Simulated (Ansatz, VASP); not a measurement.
**One calculation of Mg3PtCl, two programs**

The input INCAR:

```
ALGO     = Normal         # electronic algorithm
EDIFF    = 1E-6           # SCF threshold, eV
ENCUT    = 520            # plane-wave cutoff, eV
GGA      = PE             # functional
ISIF     = 2              # what is computed and relaxed
ISMEAR   = 0              # smearing method
LASPH    = True           # aspherical terms in the spheres
LCHARG   = True           # write CHGCAR
LELF     = True           # ELF
LREAL    = False          # projectors in reciprocal space
LVHAR    = True         
LWAVE    = False          # write WAVECAR
NBANDS   = 20             # bands
NELM     = 60             # most SCF steps
PREC     = Accurate       # precision mode
SIGMA    = 0.1            # smearing width, eV
```

Contents of KPOINTS:

```
k-points
0
Gamma
  4 4 4
```

Contents of POSCAR:

```
Mg3PtCl
1.0
    4.4751664100      0.0000000000      0.0000000000
    0.0000000000      4.4751664100      0.0000000000
    0.0000000000      0.0000000000      4.4751664100
Mg Pt Cl
3 1 1
Direct
    0.0000000000      0.5000000000      0.5000000000
    0.5000000000      0.0000000000      0.5000000000
    0.5000000000      0.5000000000      0.0000000000
    0.0000000000      0.0000000000      0.0000000000
    0.5000000000      0.5000000000      0.5000000000
```

Input for Ansatz:

```yaml
crystal:
  lattice:
    - [4.47516641, 0.0, 0.0]
    - [0.0, 4.47516641, 0.0]
    - [0.0, 0.0, 4.47516641]
  atoms:
    - { symbol: Mg, position: [0.0, 0.5, 0.5] }
    - { symbol: Mg, position: [0.5, 0.0, 0.5] }
    - { symbol: Mg, position: [0.5, 0.5, 0.0] }
    - { symbol: Pt, position: [0.0, 0.0, 0.0] }
    - { symbol: Cl, position: [0.5, 0.5, 0.5] }
basis:
  ecutwfc: 420
kpoints:
  mp_grid: { grid: [4, 4, 4] }
hamiltonian:
  xc: pbe
scf:
  occupations: { method: gaussian, width: 0.1 }
  lower_state_search: "off"
output:
  forces: true
  stress: true
  eigenvalues: true
```

Change from the starting cell: species swapped into the Mn3AgN type (Pm-3m, No. 221).

Alike in both runs: task single point; functional PBE; k mesh 4 × 4 × 4; occupations gaussian, width 0.1 eV; no spin polarisation.

|  | VASP | Ansatz |
| --- | --- | --- |
| version | VASP 6.6.1 | Ansatz 0.2.0 |
| potentials or method | VASP PAW PBE potentials, release 64 (Mg, Pt, Cl), cutoff 520 eV | scalar-relativistic, plane waves, PAW |
| valence electrons in the cell | 23 | 55 |

```csv
,VASP,Ansatz,Ansatz less VASP
gap on the k mesh at the Fermi level (eV),none,none,-
pressure (GPa),9.1,9.1,+0.09
```

A gap of «none» marks a metal or a gap that the smearing closes. The functional is the same, so the differences come from potentials, cutoffs and numerics. VASP's potentials hold 23 valence electrons a cell and Ansatz's 55, so a difference there can come from the potentials and not from the codes.

Spin-orbit coupling is off throughout.
